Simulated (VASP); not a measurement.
InSb, 2 atoms in the cell. The structure is cubic, space group F-43m (No. 216). The conventional cell has a = 6.478 Å, b = 6.478 Å, c = 6.478 Å, α = 90.00°, β = 90.00°, γ = 90.00°. Within 3.7 Å of In (site symmetry -43m) lie 4 Sb at 2.81 Å. Sb (site symmetry -43m) has 4 In at 2.81 Å within 3.7 Å. 

| Property | Result |
| --- | --- |
| Program | VASP 6.6.1 |
| Task | single point |
| Functional | r2SCAN |
| Potentials or basis | VASP PAW PBE potentials, release 64 (In_d, Sb) |
| Cutoff | 550 eV |
| k mesh | 6 × 6 × 6 |
| Occupations | gaussian, width 0.1 eV |
| Spin | no spin polarisation |
| Dipole correction | no |
| Further INCAR settings | ALGO = Normal; EDIFF = 1e-06; NBANDS = 16 |

Potentials or basis: VASP PAW PBE potentials, release 64 (In_d, Sb).

The run is started by

```console
$ cat potpaw_PBE.64/In_d/POTCAR potpaw_PBE.64/Sb/POTCAR > POTCAR
$ cp INCAR.step1 INCAR
$ mpirun -np 1 vasp_std > vasp.out
$ cp INCAR.step2 INCAR
$ mpirun -np 1 vasp_std > vasp.out
```

Hardware: 1 thread of Intel Xeon 8259CL (shared host).

Q: Estimate the wall time of this run.

A: Wall time 2.4 min on 1 thread of Intel Xeon 8259CL (shared host), peak memory 0.22 GiB. Counts: k points 16.
